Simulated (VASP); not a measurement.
# GaO in VASP: further runs, part 2 of 2

VASP 6.6.1. The steps go on from the part before.

### 3 Single point, PBE (In replaced by Ga, lengths x 0.942, strained)

The input, INCAR:

```
SYSTEM = GaO
PREC     = Accurate       ! precision mode
ENCUT    = 520            ! plane-wave cutoff, eV
EDIFF    = 1E-7           ! SCF threshold, eV
ISMEAR   = 0              ! smearing method
SIGMA    = 0.02           ! smearing width, eV
LREAL    = .FALSE.        ! projectors in reciprocal space
LASPH    = .TRUE.         ! aspherical terms in the spheres
NELM     = 100            ! most SCF steps
ALGO     = Normal         ! electronic algorithm
ISIF     = 2              ! what is computed and relaxed
LWAVE    = .FALSE.        ! write WAVECAR
LCHARG   = .TRUE.         ! write CHGCAR
GGA      = PE             ! functional
LELF     = .TRUE.         ! ELF
LVHAR    = .TRUE.       
NBANDS   = 27             ! bands
```

The input, KPOINTS:

```
Automatic mesh
0
G
  9 9 2
  0 0 0
```

The input, POSCAR:

```
GaO
1.0
    3.2661151156      0.0000000000      0.0000000000
   -1.6330575578      2.8285386618      0.0000000000
    0.0000000000      0.0000000000     14.7907063792
Ga O
2 2
Direct
    0.6666666700      0.3333333300      0.5888904626
    0.6666666700      0.3333333300      0.4111095374
    0.0000000000      0.0000000000      0.6422882414
    0.0000000000      0.0000000000      0.3577117586
```

Potentials or basis: VASP PAW PBE potentials, release 64 (Ga_d, O).

Run with:

```console
> cat potpaw_PBE.64/Ga_d/POTCAR potpaw_PBE.64/O/POTCAR > POTCAR
> mpirun -np 1 vasp_std > vasp.out
```

OUTCAR:

```text
SYSTEM = GaO
   PREC = Accurate
   ENCUT = 520
   EDIFF = 1E-7
   ISMEAR = 0
   LREAL = .FALSE.
   LASPH = .TRUE.
   NELM = 100
   ISIF = 2
   GGA = PE

 ion  position               nearest neighbor table
   1  0.667  0.333  0.589-   3 2.04   3 2.04   3 2.04   2 2.63
   2  0.667  0.333  0.411-   4 2.04   4 2.04   4 2.04   1 2.63
   3  0.000  0.000  0.642-   1 2.04   1 2.04   1 2.04
   4  0.000  0.000  0.358-   2 2.04   2 2.04   2 2.04

  LATTYP: Found a hexagonal cell.
 ALAT       =     3.2661151156
 C/A-ratio  =     4.5285318661

  Lattice vectors:

 A1 = (   3.2661151156,   0.0000000000,   0.0000000000)
 A2 = (  -1.6330575578,   2.8285386618,   0.0000000000)
 A3 = (   0.0000000000,   0.0000000000,  14.7907063792)

Analysis of symmetry for initial positions (statically):
=====================================================================
 Subroutine PRICEL returns:
 Original cell was already a primitive cell.

 Routine SETGRP: Setting up the symmetry group for a
 hexagonal supercell.

 Subroutine GETGRP returns: Found 12 space group operations
 (whereof 12 operations were pure point group operations)
 out of a pool of 24 trial point group operations.

The static configuration has the point symmetry D_3h.

Analysis of symmetry for dynamics (positions and initial velocities):
=====================================================================
 Subroutine PRICEL returns:
 Original cell was already a primitive cell.

 Routine SETGRP: Setting up the symmetry group for a
 hexagonal supercell.

 Subroutine GETGRP returns: Found 12 space group operations
 (whereof 12 operations were pure point group operations)
 out of a pool of 24 trial point group operations.

The dynamic configuration has the point symmetry D_3h.

 Subroutine INISYM returns: Found 12 space group operations
 (whereof 12 operations are pure point group operations),
[... 115 lines left out ...]
   EFERMI_NEDOS =   21; number of points for ismear=-14 and -15
   IALGO  =     38    algorithm
   IMIX   =      4    mixing-type and parameters
     AMIX     =   0.40;   BMIX     =  1.00
     AMIX_MAG =   1.60;   BMIX_MAG =  1.00
  volume/ion in A,a.u.               =      34.16       230.53
  Fermi-wavevector in a.u.,A,eV,Ry     =   1.068584  2.019330 15.536098  1.141871
  Thomas-Fermi vector in A             =   2.204236
   LORBIT       =      0    0 simple, 1 ext, 2 COOP (PROOUT), +10 PAW based schemes
   GGA     = PE    functional components
   LHFCALC =     F    Hartree Fock is set to
   AEXX    =    0.0000 exact exchange contribution
   IVDW    =     0    specifies the selected vdW correction
   LEPSILON=     F    determine dielectric tensor
   LRPA    =     F    only Hartree local field effects (RPA)
 non-spin polarized calculation
 Gauss-broadening in eV      SIGMA  =   0.02
  energy-cutoff  :      520.00
  volume of cell :      136.64
 maximum number of plane-waves:      3732
   NGX = 13   NGY = 13   NGZ = 55

 number of electron      38.0000006 magnetization

 Free energy of the ion-electron system (eV)
  ---------------------------------------------------
  ext. energy  EPLUGINS =         0.00000000
  ---------------------------------------------------
  free energy    TOTEN  =       -21.01974762 eV

  energy without entropy =      -21.01974762  energy(sigma->0) =      -21.01974762

 E-fermi :  -2.9517     XC(G=0):  -5.1237

 val. band max:       -3.0623288575   @ k =   0.2222   0.1111   0.5000
 cond. band min:      -2.0638307165   @ k =   0.0000   0.0000   0.5000
 fundamental gap:      0.9984981410
 Fermi energy:        -2.9516905935

 k-point     1 :       0.0000    0.0000    0.0000
  band No.  band energies     occupation
      1     -20.6432      2.00000
      2     -20.6030      2.00000
      3     -16.6610      2.00000
      4     -16.6610      2.00000
      5     -16.6354      2.00000
      6     -16.6354      2.00000
[... 709 lines left out ...]
     26       6.8010      0.00000
     27       8.3157      0.00000

------------------------ aborting loop because EDIFF is reached ----------------------------------------

  FORCE on cell =-STRESS in cart. coord.  units (eV):
  Direction    XX          YY          ZZ          XY          YZ          ZX
  --------------------------------------------------------------------------------------
  -------------------------------------------------------------------------------------
  Total       -6.0624242     -6.0624242     -3.6319385      0.0000000     -0.0000000     -0.0000000
  in kB      -71.0844129    -71.0844129    -42.5859707      0.0000000     -0.0000000     -0.0000000
  external PRESSURE =     -61.5849322 kB  Pullay stress =       0.0000000 kB

 VOLUME and BASIS-vectors are now :
 -----------------------------------------------------------------------------
  energy-cutoff  :      520.00
  volume of cell :      136.64
      direct lattice vectors                 reciprocal lattice vectors
     3.266115116  0.000000000  0.000000000     0.306174144  0.176769725  0.000000000
    -1.633057558  2.828538662  0.000000000     0.000000000  0.353539449  0.000000000
     0.000000000  0.000000000 14.790706379     0.000000000  0.000000000  0.067610023

 POSITION                                       TOTAL-FORCE (eV/Angst)
 -----------------------------------------------------------------------------------
      1.63306      0.94285      8.71011         0.000000      0.000000      0.614070
      1.63306      0.94285      6.08060         0.000000     -0.000000     -0.614070
      0.00000      0.00000      9.49990        -0.000000      0.000000     -1.236177
      0.00000      0.00000      5.29081        -0.000000      0.000000      1.236177
 -----------------------------------------------------------------------------------
    total drift:                               -0.000004      0.000002      0.000000

  FREE ENERGIE OF THE ION-ELECTRON SYSTEM (eV)
  ---------------------------------------------------
  free  energy   TOTEN  =       -21.0197476194 eV

  energy  without entropy=      -21.0197476194  energy(sigma->0) =      -21.01974762
```

stdout:

```text
POSCAR found type information on POSCAR GaO
 POSCAR found :  2 types and       4 ions
 scaLAPACK will be used
 LDA part: xc-table for (Slater+PW92), standard interpolation
 POSCAR, INCAR and KPOINTS ok, starting setup
 FFT: planning ... GRIDC
 FFT: planning ... GRID_SOFT
 FFT: planning ... GRID
 WAVECAR not read
 entering main loop
```

Run time: 85 s. Hardware: 1 thread of Intel Xeon Platinum 8259CL at 2.50GHz (Skylake/Cascade Lake), shared host; peak memory 0.27 GiB.

What came out:

```yaml
Free_energy: -21.0197 eV
Largest_force: 1.236 eV/Å
Band_gap_on_the_k_mesh: 1.00 eV, indirect (least direct gap 1.40 eV)
```

Forces in eV/Å, atoms in the order of the input:
```
Ga   0.000  0.000  0.614
Ga   0.000  0.000 -0.614
O    0.000  0.000 -1.236
O    0.000  0.000  1.236
```

Caveat: the cell differs from its parent crystal (In replaced by Ga, lengths x 0.942, strained).
